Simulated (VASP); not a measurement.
Input of a VASP 6.6.1 run:

The input INCAR:

```
PREC = Accurate
ENCUT = 520
EDIFF = 1E-6
ISMEAR = 0
SIGMA = 0.1
LREAL = F
LASPH = T
NELM = 80
ALGO = Fast
ISIF = 2
LWAVE = F
LCHARG = T
GGA = PE
LELF = T
LVHAR = T
NBANDS = 12
```

Contents of KPOINTS:

```
regular mesh
0
Gamma
  26 26 26
```

File POSCAR:

```
Zn
1.0
   -1.6280206827      1.6280206827      1.2857897589
    1.6280206827     -1.6280206827      1.2857897589
    1.6280206827      1.6280206827     -1.2857897589
Zn
1
Direct
    0.5000000000      0.5000000000      0.0000000000
```

Potentials or basis: VASP PAW PBE potentials, release 64 (Zn).

Run with:

```console
$ cat potpaw_PBE.64/Zn/POTCAR > POTCAR
$ mpirun -np 1 vasp_std > vasp.out
```

Question: Predict the pressure.

Answer: 11.9 GPa.

Question: Predict the band gap on the k mesh.

Answer: Zero (bands 6 and 7 overlap by 5.66 eV).

Stress tensor (GPa, compression positive):
```
11.82  0.00  0.00
 0.00 11.82  0.00
 0.00  0.00 12.02
```

Caveat: the cell stands under pressure.
